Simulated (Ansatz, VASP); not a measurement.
**Two plane-wave programs on As**

```xyz
2
Lattice="1.8910 1.0918 3.3681 -1.8910 1.0918 3.3681 0.0000 -2.1835 3.3681" Properties=species:S:1:pos:R:3 pbc="T T T"
As    0.0000    0.0000    2.3258
As    0.0000    0.0000    7.7784
```

Alike in both runs: functional PBEsol; k mesh 15 × 15 × 15; occupations gaussian, width 0.1 eV; no spin polarisation.

Ansatz relaxed the structure, and its values are those at the end. VASP's run is a single point on that final structure, the one shown.

```csv
,VASP,Ansatz
version,VASP 6.6.1,Ansatz 0.2.0
potentials or method,"VASP PAW PBE potentials, release 64 (As), cutoff 520 eV","scalar-relativistic, plane waves, PAW"
valence electrons in the cell,10,30
```

VASP gave:

| Quantity | Value |
| --- | --- |
| gap on the k mesh at the Fermi level (eV) | none |
| pressure (GPa) | 0.4 |
| rms of the force components (eV/Å) | 0.032 |

Problem. Which values does Ansatz return?

Solution. gap on the k mesh at the Fermi level (eV): none; pressure (GPa): 0.0; rms of the force components (eV/Å): 0.000.

VASP's potentials were made for PBE, not for PBEsol, and Ansatz warns of the same on its side. A gap of «none» marks a metal or a gap that the smearing closes. VASP's potentials hold 10 valence electrons a cell and Ansatz's 30, so a difference there can come from the potentials and not from the codes.
